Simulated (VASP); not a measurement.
## HfN: single point with PBEsol

Crystal: HfN.

```
Hf N
1.0
     0.00000    2.20387    2.20387
     2.20387    0.00000    2.20387
     2.20387    2.20387    0.00000
Hf N
1 1
Direct
  0.00000 0.00000 0.00000
  0.50000 0.50000 0.50000
```

- Program: VASP 6.6.1
- Task: single point
- Functional: PBEsol
- Potentials or basis: VASP PAW PBE potentials, release 64 (Hf_pv, N)
- Cutoff: 600 eV
- k mesh: 7 × 7 × 7
- Occupations: fermi-dirac, width 0.1 eV
- Spin: no spin polarisation

| Property | Result |
| --- | --- |
| Pressure | 18.5 GPa |
| Band gap on the k mesh | zero (an odd number of electrons rules out a gap without spin polarisation) |

Levels at points of the mesh, in eV from the Fermi level:
```
           k point  band 5  band 6  band 7  band 8  band 9  band 10  band 11  band 12
(0.00, 0.00, 0.00)   -3.26   -3.26   -3.26   -0.61   -0.61    -0.61     1.94     1.94
```

It took 7.9 s on 1 thread of AMD EPYC 7R13 Processor (Zen 3) (shared host), peak memory 0.13 GiB.

Caveat: the cell stands under pressure; the PAW data sets were made with another functional, which shifts forces and pressure a little; spin-orbit coupling is left out, which moves the levels of the heavy elements.
